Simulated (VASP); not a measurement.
Write the native input for VASP 6.6.1 that does the following.

| Item | Value |
| --- | --- |
| Task | single point |
| Functional | PBE |
| Potentials or basis | VASP PAW PBE potentials, release 64 (Pb_d, O, B) |
| Cutoff | 520 eV |
| k mesh | 1 × 1 × 1 |
| Occupations | fermi-dirac, width 0.2111 eV |
| Spin | no spin polarisation |
| Dipole correction | no |
| Further INCAR settings | LREAL = Auto; ALGO = Normal; EDIFF = 1e-06; NBANDS = 90; ISYM = 0 |

The structure of B4Pb5O11 lies in POSCAR:

```
B4Pb5O11
1.0
    6.9609960000     -0.1702740000     -0.2994950000
   -0.1702740000      6.7969110000     -0.0464410000
   -0.2994950000     -0.0464410000      6.9712270000
Pb O B
5 11 4
Direct
    0.7038023908      0.2839978362      0.2472334412
    0.4948244002      0.7512311098      0.4025594573
    0.1502208081      0.2075593135     -0.0631880667
    0.8022334844      0.6156178812      0.7999277355
    0.9557789158      0.8635899479      0.4779121362
    0.3491049693      0.3279902857      0.3374449562
    0.0761220770      0.5449256097     -0.0441148923
    0.7421021830      0.2517383004      0.9152067307
    0.8789206356      0.9252813878      0.9526692114
    0.7167854686     -0.0274227231      0.6873508961
    0.1929648739      0.5640841809      0.5910310550
    0.2779670482      0.2465614978      0.6556920760
    0.2434137739      0.7928322550      0.2021756186
    0.7849398283      0.6211826288      0.2937102602
    0.5206497519      0.8152500614      0.8859411730
    0.8450679554      0.2836573523      0.5628146894
    0.1538989009      0.6617907938      0.0700274396
    0.7851483066      0.1915640581      0.7149396252
    0.6926814460      0.9530885399      0.8942171894
    0.2292750730      0.3569189236      0.5015304206
```

The input as run:

INCAR

```
ALGO = Normal
EDIFF = 1E-6
ENCUT = 520
GGA = PE
ISIF = 2
ISMEAR = -1
ISYM = 0
LASPH = T
LCHARG = T
LELF = T
LREAL = Auto
LVHAR = T
LWAVE = F
NBANDS = 90
NELM = 80
PREC = Accurate
SIGMA = 0.2111
```

KPOINTS

```
k-points
0
Gamma
  1 1 1
```

Potentials or basis: VASP PAW PBE potentials, release 64 (Pb_d, O, B).

The run is started by

```bash
$ cat potpaw_PBE.64/Pb_d/POTCAR potpaw_PBE.64/O/POTCAR potpaw_PBE.64/B/POTCAR > POTCAR
$ mpirun -np 1 vasp_gam > vasp.out
```

Results of the run:

* Pressure: 0.8 GPa
* Largest force: 10.056 eV/Å

Caveat: the k points lie up to 0.93 Å⁻¹ apart; the atoms stand as in a frame of molecular dynamics.

Wall time 2.4 min on 1 thread of Intel Xeon 8259CL (shared host), peak memory 0.37 GiB.
